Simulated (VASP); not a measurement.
# Pt (Fm-3m) in VASP: settings compared

Aim: see how the results for Pt move with the level of theory and the settings. Levels: r2SCAN, PBEsol-based global hybrid with 25 % exact exchange. Tasks: single point.

Program: VASP 6.6.1. These are calculated values, not measurements. Logs are shortened: lines on timing, memory, paths and dates and some standing lists are left out, and cuts for length are marked.

## (1) The cell of the first run

It takes space group Fm-3m (No. 225, cubic). The conventional cell has a = 3.973 Å, b = 3.973 Å, c = 3.973 Å, α = 90.00°, β = 90.00°, γ = 90.00°. Pt (site symmetry m-3m) has 12 Pt at 2.81 Å within 3.7 Å.

## (2) Single point, r2SCAN

Contents of POSCAR:

```
Pt
1.0
    0.0000000000      1.9867042750      1.9867042750
    1.9867042750      0.0000000000      1.9867042750
    1.9867042750      1.9867042750      0.0000000000
Pt
1
Direct
    0.0000000000      0.0000000000      0.0000000000
```

Contents of INCAR.step1:

```
SYSTEM = Pt
PREC     = Accurate       ! precision mode
ENCUT    = 630            ! plane-wave cutoff, eV
ISMEAR   = -1             ! smearing method
SIGMA    = 0.05           ! smearing width, eV
LREAL    = .FALSE.        ! projectors in reciprocal space
LASPH    = .TRUE.         ! aspherical terms in the spheres
NELM     = 120            ! most SCF steps
NBANDS   = 15             ! bands
GGA      = PE             ! functional
ALGO     = Normal         ! electronic algorithm
EDIFF    = 1E-5           ! SCF threshold, eV
LWAVE    = .TRUE.         ! write WAVECAR
LCHARG   = .FALSE.        ! write CHGCAR
GGA_COMPAT= .FALSE.
```

Contents of INCAR.step2:

```
SYSTEM = Pt
PREC     = Accurate       ! precision mode
ENCUT    = 630            ! plane-wave cutoff, eV
EDIFF    = 1E-6           ! SCF threshold, eV
ISMEAR   = -1             ! smearing method
SIGMA    = 0.05           ! smearing width, eV
LREAL    = .FALSE.        ! projectors in reciprocal space
LASPH    = .TRUE.         ! aspherical terms in the spheres
NELM     = 120            ! most SCF steps
ALGO     = Normal         ! electronic algorithm
ISIF     = 2              ! what is computed and relaxed
LWAVE    = .FALSE.        ! write WAVECAR
LCHARG   = .TRUE.         ! write CHGCAR
METAGGA  = R2SCAN         ! meta-GGA
LMIXTAU  = .TRUE.       
LELF     = .TRUE.         ! ELF
LVHAR    = .TRUE.       
NBANDS   = 15             ! bands
ISTART   = 1            
GGA_COMPAT= .FALSE.
```

Contents of KPOINTS:

```
regular mesh
0
G
  12 12 12
  0 0 0
```

Potentials or basis: VASP PAW PBE potentials, release 64 (Pt_sv_GW).

Started as:

```bash
$ cat potpaw_PBE.64/Pt_sv_GW/POTCAR > POTCAR
$ cp INCAR.step1 INCAR
$ mpirun -np 1 vasp_std > vasp.out
$ cp INCAR.step2 INCAR
$ mpirun -np 1 vasp_std > vasp.out
```

OUTCAR:

```text
SYSTEM = Pt
   PREC = Accurate
   ENCUT = 630
   EDIFF = 1E-6
   ISMEAR = -1
   LREAL = .FALSE.
   LASPH = .TRUE.
   NELM = 120
   ISIF = 2
   METAGGA = R2SCAN
   ISTART = 1

 ion  position               nearest neighbor table
   1  0.000  0.000  0.000-

  LATTYP: Found a face centered cubic cell.
 ALAT       =     3.9734085500

  Lattice vectors:

 A1 = (   0.0000000000,   1.9867042750,   1.9867042750)
 A2 = (   1.9867042750,   0.0000000000,   1.9867042750)
 A3 = (   1.9867042750,   1.9867042750,   0.0000000000)

Analysis of symmetry for initial positions (statically):
=====================================================================
 Subroutine PRICEL returns:
 Original cell was already a primitive cell.

 Routine SETGRP: Setting up the symmetry group for a
 face centered cubic supercell.

 Subroutine GETGRP returns: Found 48 space group operations
 (whereof 48 operations were pure point group operations)
 out of a pool of 48 trial point group operations.

The static configuration has the point symmetry O_h .

Analysis of symmetry for dynamics (positions and initial velocities):
=====================================================================
 Subroutine PRICEL returns:
 Original cell was already a primitive cell.

 Routine SETGRP: Setting up the symmetry group for a
 face centered cubic supercell.

 Subroutine GETGRP returns: Found 48 space group operations
 (whereof 48 operations were pure point group operations)
 out of a pool of 48 trial point group operations.

The dynamic configuration has the point symmetry O_h .

 Subroutine INISYM returns: Found 48 space group operations
 (whereof 48 operations are pure point group operations),
 and found     1 'primitive' translations

----------------------------------------------------------------------------------------

                                     Primitive cell

  volume of cell :      15.6830

  direct lattice vectors                    reciprocal lattice vectors
     0.000000000  1.986704275  1.986704275    -0.251673088  0.251673088  0.251673088
     1.986704275  0.000000000  1.986704275     0.251673088 -0.251673088  0.251673088
     1.986704275  1.986704275  0.000000000     0.251673088  0.251673088 -0.251673088

  length of vectors
     2.809624130  2.809624130  2.809624130     0.435910575  0.435910575  0.435910575

  position of ions in fractional coordinates (direct lattice)
     0.000000000  0.000000000  0.000000000

  ion indices of the primitive-cell ions
[... 76 lines left out ...]
   EDIFFG = 0.1E-04   stopping-criterion for IOM
   NSW    =      0    number of steps for IOM
   IBRION =     -1    ionic relax: 0-MD 1-quasi-New 2-CG
   NFREE  =      0    steps in history (QN), initial steepest desc. (CG)
   ISIF   =      2    stress and relaxation
   ISYM   =      2    0-nonsym 1-usesym 2-fastsym
   POTIM  = 0.5000    time-step for ionic-motion
   TEBEG  =    0.0;   TEEND  =   0.0 temperature during run
   PSTRESS=    0.0 pullay stress
   NELECT =      18.0000    total number of electrons
   NUPDOWN=      -1.0000    fix difference up-down
   EMIN   =  10.00;   EMAX   =-10.00  energy-range for DOS
   EFERMI =   0.00;   METHOD = LEGACY
   ISMEAR =    -1;   SIGMA  =   0.05  broadening in eV -4-tet -1-fermi 0-gaus
   EFERMI_NEDOS =   21; number of points for ismear=-14 and -15
   IALGO  =     38    algorithm
   IMIX   =      4    mixing-type and parameters
     AMIX     =   0.40;   BMIX     =  1.00
     AMIX_MAG =   1.60;   BMIX_MAG =  1.00
  volume/ion in A,a.u.               =      15.68       105.83
  Fermi-wavevector in a.u.,A,eV,Ry     =   1.714046  3.239077 39.973281  2.937953
  Thomas-Fermi vector in A             =   2.791677
   LORBIT       =      0    0 simple, 1 ext, 2 COOP (PROOUT), +10 PAW based schemes
   METAGGA = R2SCAN    functional components
   LHFCALC =     F    Hartree Fock is set to
   AEXX    =    0.0000 exact exchange contribution
   IVDW    =     0    specifies the selected vdW correction
   LEPSILON=     F    determine dielectric tensor
   LRPA    =     F    only Hartree local field effects (RPA)
 non-spin polarized calculation
  energy-cutoff  :      630.00
  volume of cell :       15.68
 maximum number of plane-waves:       588
   NGX = 11   NGY = 11   NGZ = 11

 number of electron      18.0000000 magnetization

 Free energy of the ion-electron system (eV)
  ---------------------------------------------------
  ext. energy  EPLUGINS =         0.00000000
  ---------------------------------------------------
  free energy    TOTEN  =       -51.41874215 eV

  energy without entropy =      -51.40362967  energy(sigma->0) =      -51.41118591

 E-fermi :   9.7940     XC(G=0): -14.9737

 val. band max:        9.7811360778   @ k =   0.4167   0.2500   0.0000
 cond. band min:       9.7945722080   @ k =  -0.4167   0.3333   0.0833
 fundamental gap:      0.0134361302
 Fermi energy:         9.7939980391

 k-point     1 :       0.0000    0.0000    0.0000
  band No.  band energies     occupation
      1     -90.7406      2.00000
      2     -44.1176      2.00000
      3     -44.1176      2.00000
      4     -44.1176      2.00000
      5      -0.2333      2.00000
      6       6.1132      2.00000
      7       6.1132      2.00000
      8       6.1132      2.00000
      9       8.1348      2.00000
     10       8.1348      2.00000
     11      25.2503      0.00000
     12      30.1846      0.00000
     13      30.1846      0.00000
     14      30.1846      0.00000
[... 401 lines left out ...]
      2     -44.5160      2.00000
      3     -44.2612      2.00000
      4     -44.1987      2.00000
      5       3.4520      2.00000
      6       5.4935      2.00000
      7       6.6878      2.00000
      8       7.0777      2.00000
      9       9.4863      1.99576
     10      12.9593      0.00000
     11      15.9082      0.00000
     12      25.1608      0.00000
     13      27.3685      0.00000
     14      28.8299      0.00000
     15      37.4224      0.00000

 [... further k-points ...]
[... 5 lines left out ...]
  --------------------------------------------------------------------------------------
  -------------------------------------------------------------------------------------
  Total       -0.6761992     -0.6761992     -0.6761992      0.0000000      0.0000000     -0.0000000
  in kB      -69.0805156    -69.0805156    -69.0805156      0.0000000      0.0000000     -0.0000000
  external PRESSURE =     -69.0805156 kB  Pullay stress =       0.0000000 kB

 VOLUME and BASIS-vectors are now :
 -----------------------------------------------------------------------------
  energy-cutoff  :      630.00
  volume of cell :       15.68
      direct lattice vectors                 reciprocal lattice vectors
     0.000000000  1.986704275  1.986704275    -0.251673088  0.251673088  0.251673088
     1.986704275  0.000000000  1.986704275     0.251673088 -0.251673088  0.251673088
     1.986704275  1.986704275  0.000000000     0.251673088  0.251673088 -0.251673088

 POSITION                                       TOTAL-FORCE (eV/Angst)
 -----------------------------------------------------------------------------------
      0.00000      0.00000      0.00000        -0.000000      0.000000      0.000000
 -----------------------------------------------------------------------------------
    total drift:                               -0.000000      0.000000     -0.000000

  FREE ENERGIE OF THE ION-ELECTRON SYSTEM (eV)
  ---------------------------------------------------
  free  energy   TOTEN  =       -51.4187421476 eV

  energy  without entropy=      -51.4036296737  energy(sigma->0) =      -51.41118591
```

OSZICAR.step1:

```text
N       E                     dE             d eps       ncg     rms          rms(c)
DAV:   1     0.170707033905E+03    0.17071E+03   -0.13901E+04  2184   0.148E+03
DAV:   2    -0.364458728266E+01   -0.17435E+03   -0.16833E+03  2629   0.487E+02
DAV:   3    -0.708864602370E+01   -0.34441E+01   -0.34285E+01  2447   0.652E+01
DAV:   4    -0.709753856682E+01   -0.88925E-02   -0.88918E-02  2685   0.394E+00
DAV:   5    -0.709757209568E+01   -0.33529E-04   -0.33530E-04  2510   0.215E-01    0.617E+01
DAV:   6    -0.613117079673E+01    0.96640E+00   -0.14155E+00  2314   0.133E+01    0.330E+01
DAV:   7    -0.609483164165E+01    0.36339E-01   -0.25430E-01  2636   0.493E+00    0.704E+00
DAV:   8    -0.608336137279E+01    0.11470E-01   -0.46691E-02  2209   0.282E+00    0.677E-01
DAV:   9    -0.608329205875E+01    0.69314E-04   -0.11626E-03  2426   0.438E-01    0.253E-01
DAV:  10    -0.608324124238E+01    0.50816E-04   -0.84351E-05  2524   0.133E-01    0.919E-02
DAV:  11    -0.608323971722E+01    0.15252E-05   -0.65505E-06  1409   0.303E-02
   1 F= -.60832397E+01 E0= -.60752443E+01  d E =-.159908E-01
```

It took 46 s on 1 thread of Intel Xeon Platinum 8488C (Sapphire Rapids), shared host; peak memory 0.16 GiB.

What came out:

| Property | Result |
| --- | --- |
| Free energy | -51.4187 eV |
| Pressure | -6.9 GPa |
| Band gap on the k mesh | zero (bands 9 and 10 overlap by 2.22 eV) |

Levels at points of the mesh, in eV from the Fermi level:
```csv
k point,band 6,band 7,band 8,band 9,band 10,band 11,band 12,band 13
"(0.00, 0.00, 0.00)",-3.68,-3.68,-3.68,-1.66,-1.66,15.46,20.39,20.39
"(0.50, 0.00, 0.00)",-3.77,-3.77,-0.12,0.01,0.01,5.86,15.11,19.56
"(0.50, 0.50, 0.00)",-6.45,-0.08,0.47,0.47,2.04,8.93,11.87,11.87
```

Caveat: the cell stands under tension; the PAW data sets were made with another functional, which shifts forces and pressure a little; spin-orbit coupling is left out, which moves the levels of the heavy elements.

## (3) Single point, r2SCAN

This run uses another cell than the first one, of 15.08 Å³/atom.

Contents of POSCAR:

```
Pt
1.0
    0.0000000000      1.9609000000      1.9609000000
    1.9609000000      0.0000000000      1.9609000000
    1.9609000000      1.9609000000      0.0000000000
Pt
1
Direct
    0.0000000000      0.0000000000      0.0000000000
```

INCAR.step1 is that of step 2.

INCAR.step2 is that of step 2.

Contents of KPOINTS:

```
Automatic mesh
0
G
  10 10 10
  0 0 0
```

Potentials or basis: VASP PAW PBE potentials, release 64 (Pt_sv_GW).

Started as:

```bash
$ cat potpaw_PBE.64/Pt_sv_GW/POTCAR > POTCAR
$ cp INCAR.step1 INCAR
$ mpirun -np 1 vasp_std > vasp.out
$ cp INCAR.step2 INCAR
$ mpirun -np 1 vasp_std > vasp.out
```

OUTCAR:

```text
SYSTEM = Pt
   PREC = Accurate
   ENCUT = 630
   EDIFF = 1E-6
   ISMEAR = -1
   LREAL = .FALSE.
   LASPH = .TRUE.
   NELM = 120
   ISIF = 2
   METAGGA = R2SCAN
   ISTART = 1

 ion  position               nearest neighbor table
   1  0.000  0.000  0.000-

  LATTYP: Found a face centered cubic cell.
 ALAT       =     3.9218000000

  Lattice vectors:

 A1 = (   0.0000000000,   1.9609000000,   1.9609000000)
 A2 = (   1.9609000000,   0.0000000000,   1.9609000000)
 A3 = (   1.9609000000,   1.9609000000,   0.0000000000)

Analysis of symmetry for initial positions (statically):
=====================================================================
 Subroutine PRICEL returns:
 Original cell was already a primitive cell.

 Routine SETGRP: Setting up the symmetry group for a
 face centered cubic supercell.

 Subroutine GETGRP returns: Found 48 space group operations
 (whereof 48 operations were pure point group operations)
 out of a pool of 48 trial point group operations.

The static configuration has the point symmetry O_h .

Analysis of symmetry for dynamics (positions and initial velocities):
[... 161 lines left out ...]
 Fermi energy:        10.4940771173

 k-point     1 :       0.0000    0.0000    0.0000
  band No.  band energies     occupation
      1     -90.1973      2.00000
      2     -43.5457      2.00000
      3     -43.5457      2.00000
      4     -43.5457      2.00000
      5       0.0224      2.00000
      6       6.5716      2.00000
      7       6.5716      2.00000
      8       6.5716      2.00000
      9       8.7332      2.00000
     10       8.7332      2.00000
     11      25.8530      0.00000
     12      31.0145      0.00000
     13      31.0145      0.00000
     14      31.0145      0.00000
[... 401 lines left out ...]
      2     -43.9343      2.00000
      3     -43.7086      2.00000
      4     -43.6931      2.00000
      5       3.7123      2.00000
      6       4.3073      2.00000
      7       7.8213      2.00000
      8       9.1160      2.00000
      9      10.3904      1.77662
     10      10.7708      0.00786
     11      23.1336      0.00000
     12      25.5402      0.00000
     13      26.0539      0.00000
     14      31.4802      0.00000
     15      33.5942      0.00000

 [... further k-points ...]
[... 5 lines left out ...]
  --------------------------------------------------------------------------------------
  -------------------------------------------------------------------------------------
  Total        0.3181726      0.3181726      0.3181726      0.0000000      0.0000000      0.0000000
  in kB       33.8046988     33.8046988     33.8046988      0.0000000      0.0000000      0.0000000
  external PRESSURE =      33.8046988 kB  Pullay stress =       0.0000000 kB

 VOLUME and BASIS-vectors are now :
 -----------------------------------------------------------------------------
  energy-cutoff  :      630.00
  volume of cell :       15.08
      direct lattice vectors                 reciprocal lattice vectors
     0.000000000  1.960900000  1.960900000    -0.254984956  0.254984956  0.254984956
     1.960900000  0.000000000  1.960900000     0.254984956 -0.254984956  0.254984956
     1.960900000  1.960900000  0.000000000     0.254984956  0.254984956 -0.254984956

 POSITION                                       TOTAL-FORCE (eV/Angst)
 -----------------------------------------------------------------------------------
      0.00000      0.00000      0.00000         0.000000      0.000000      0.000000
 -----------------------------------------------------------------------------------
    total drift:                                0.000000      0.000000     -0.000000

  FREE ENERGIE OF THE ION-ELECTRON SYSTEM (eV)
  ---------------------------------------------------
  free  energy   TOTEN  =       -51.4013941041 eV

  energy  without entropy=      -51.3900794318  energy(sigma->0) =      -51.39573677
```

OUTCAR.step1:

```text
SYSTEM = Pt
   PREC = Accurate
   ENCUT = 630
   ISMEAR = -1
   LREAL = .FALSE.
   LASPH = .TRUE.
[... 648 lines left out ...]
 -----------------------------------------------------------------------------------
      0.00000      0.00000      0.00000         0.000000      0.000000      0.000000
 -----------------------------------------------------------------------------------
    total drift:                               -0.000000      0.000000      0.000000

  FREE ENERGIE OF THE ION-ELECTRON SYSTEM (eV)
  ---------------------------------------------------
  free  energy   TOTEN  =        -6.0457532263 eV

  energy  without entropy=       -6.0338418555  energy(sigma->0) =       -6.03979754
```

Run time: 31 s. Hardware: 1 thread of Intel Xeon Platinum 8488C (Sapphire Rapids), shared host; peak memory 0.15 GiB.

Results:

* Free energy: -51.4014 eV
* Pressure: 3.4 GPa
* Band gap on the k mesh: zero (bands 9 and 10 overlap by 2.35 eV)

Caveat: the cell stands under pressure; the PAW data sets were made with another functional, which shifts forces and pressure a little; spin-orbit coupling is left out, which moves the levels of the heavy elements.

## (4) Single point, r2SCAN

This run uses another cell than the first one, of 15.08 Å³/atom.

POSCAR is that of step 3.

Contents of INCAR.step1:

```
PREC = Accurate ; ENCUT = 630
ISMEAR = -1 ; SIGMA = 0.05
LREAL = F ; LASPH = T
NELM = 120 ; NBANDS = 15
GGA = PE ; ALGO = Normal
EDIFF = 1E-5 ; LWAVE = T
LCHARG = F ; GGA_COMPAT = F
```

Contents of INCAR.step2:

```
PREC = Accurate ; ENCUT = 630
EDIFF = 1E-6 ; ISMEAR = -1
SIGMA = 0.05 ; LREAL = F
LASPH = T ; NELM = 120
ALGO = Normal ; ISIF = 2
LWAVE = F ; LCHARG = F
METAGGA = R2SCAN ; LMIXTAU = T
NBANDS = 15 ; ISTART = 1
GGA_COMPAT = F
```

Contents of KPOINTS:

```
regular mesh
0
Gamma
  10 10 10
```

Started as:

```bash
$ cat potpaw_PBE.64/Pt_sv_GW/POTCAR > POTCAR
$ cp INCAR.step1 INCAR
$ mpirun -np 1 vasp_std > vasp.out
$ cp INCAR.step2 INCAR
$ mpirun -np 1 vasp_std > vasp.out
```

Wall time 27 s (1 thread of Intel Xeon 6975P-C (Granite Rapids), shared host); peak memory 0.16 GiB.

It converged, with:

```
Free energy            : -51.4014 eV
Pressure               : 3.4 GPa
Band gap on the k mesh : zero (bands 9 and 10 overlap by 2.35 eV)
```

Levels at points of the mesh, in eV from the Fermi level:
```csv
k point,band 6,band 7,band 8,band 9,band 10,band 11,band 12,band 13
"(0.00, 0.00, 0.00)",-3.92,-3.92,-3.92,-1.76,-1.76,15.36,20.52,20.52
"(0.50, 0.00, 0.00)",-4.02,-4.02,-0.28,0.02,0.02,6.17,15.03,19.86
"(0.50, 0.50, 0.00)",-6.86,-0.07,0.51,0.51,1.97,9.37,12.01,12.01
```

Caveat: the cell stands under pressure; the PAW data sets were made with another functional, which shifts forces and pressure a little; spin-orbit coupling is left out, which moves the levels of the heavy elements.

## (5) Single point, PBEsol-based global hybrid with 25 % exact exchange

This run uses another cell than the first one, of 14.59 Å³/atom.

Contents of POSCAR:

```
Pt
1.0
    0.0000000000      1.9394301476      1.9394301476
    1.9394301476      0.0000000000      1.9394301476
    1.9394301476      1.9394301476      0.0000000000
Pt
1
Direct
    0.0000000000      0.0000000000      0.0000000000
```

Contents of INCAR.step1:

```
  PREC = Accurate
  ENCUT = 430
  EDIFF = 1E-5
  ISMEAR = -1
  SIGMA = 0.05
  LREAL = F
  LASPH = T
  NELM = 120
  ALGO = Normal
  ISIF = 2
  LWAVE = T
  LCHARG = F
  GGA = PE
  NBANDS = 15
  GGA_COMPAT = F
```

Contents of INCAR.step2:

```
  PREC = Accurate
  ENCUT = 430
  EDIFF = 1E-6
  ISMEAR = -1
  SIGMA = 0.05
  LREAL = F
  LASPH = T
  NELM = 120
  ALGO = Normal
  ISIF = 2
  LWAVE = F
  LCHARG = F
  GGA = PS
  LHFCALC = T
  AEXX = 0.25
  PRECFOCK = Normal
  ISTART = 1
  NBANDS = 15
  GGA_COMPAT = F
```

Contents of KPOINTS:

```
Automatic mesh
0
Gamma
  6 6 6
```

Started as:

```bash
$ cat potpaw_PBE.64/Pt_sv_GW/POTCAR > POTCAR
$ cp INCAR.step1 INCAR
$ mpirun -np 1 vasp_std > vasp.out
$ cp INCAR.step2 INCAR
$ mpirun -np 1 vasp_std > vasp.out
```

Wall time 9.1 min (1 thread of Intel Xeon 6975P-C (Granite Rapids), shared host); peak memory 0.13 GiB.

The run converged. Its results:

```
Free energy            : -6.2518 eV
Pressure               : -2.4 GPa
Band gap on the k mesh : zero (bands 9 and 10 overlap by 3.87 eV)
```

Levels at points of the mesh, in eV from the Fermi level:
| k point | band 7 | band 8 | band 9 | band 10 | band 11 | band 12 |
| --- | --- | --- | --- | --- | --- | --- |
| (0.00, 0.00, 0.00) | -5.24 | -5.24 | -2.94 | -2.93 | 15.97 | 21.32 |
| (0.50, 0.00, 0.00) | -5.39 | -0.93 | -0.51 | 0.09 | 7.53 | 15.53 |
| (0.50, 0.50, 0.00) | -0.86 | 0.86 | 0.87 | 2.34 | 10.91 | 12.96 |

Caveat: the k points lie up to 0.47 Å⁻¹ apart, too coarse for converged energies and pressures of a metal; the PAW data sets were made with another functional, which shifts forces and pressure a little; spin-orbit coupling is left out, which moves the levels of the heavy elements.

(Part 1 of 2 ends here.)

The gap in the log of VASP goes by the Fermi energy; the results here count the filled bands.